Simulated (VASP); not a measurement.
Input of a VASP 6.6.1 run:

INCAR

```
SYSTEM = Ga4Sb3P
PREC     = Accurate       ! precision mode
ENCUT    = 520            ! plane-wave cutoff, eV
EDIFF    = 1E-7           ! SCF threshold, eV
ISMEAR   = -1             ! smearing method
SIGMA    = 0.02           ! smearing width, eV
LREAL    = .FALSE.        ! projectors in reciprocal space
LASPH    = .TRUE.         ! aspherical terms in the spheres
NELM     = 80             ! most SCF steps
ALGO     = Normal         ! electronic algorithm
ISIF     = 2              ! what is computed and relaxed
LWAVE    = .FALSE.        ! write WAVECAR
LCHARG   = .FALSE.        ! write CHGCAR
GGA      = PE             ! functional
NBANDS   = 46             ! bands
```

Contents of KPOINTS:

```
Automatic mesh
0
G
  6 6 2
  0 0 0
```

Contents of POSCAR:

```
Ga4Sb3P
1.0
    4.2735417940      0.0000000000      0.0000000000
    0.0000000000      4.2735417940      0.0000000000
    0.0000000000      0.0000000000     12.0610800011
P Ga Sb
1 4 3
Direct
    0.0000000000      0.0000000000      0.0000000000
    0.0000000000      0.5000000000      0.8940192177
    0.5000000000      0.0000000000      0.6316016462
    0.0000000000      0.5000000000      0.3683983538
    0.5000000000      0.0000000000      0.1059807823
    0.5000000000      0.5000000000      0.7625205184
    0.0000000000      0.0000000000      0.5000000000
    0.5000000000      0.5000000000      0.2374794816
```

Potentials or basis: VASP PAW PBE potentials, release 64 (P, Ga_d, Sb).

Command:

```bash
$ cat potpaw_PBE.64/P/POTCAR potpaw_PBE.64/Ga_d/POTCAR potpaw_PBE.64/Sb/POTCAR > POTCAR
$ mpirun -np 1 vasp_std > vasp.out
```

(1) Estimate the band gap on the k mesh.

(2) What does it give for the pressure?

## Answers

(1) zero (filled and empty bands touch).

(2) 0.1 GPa.

Caveat: semilocal functionals underestimate gaps, so a narrow gap can read as zero; spin-orbit coupling is left out, which moves the levels of the heavy elements.
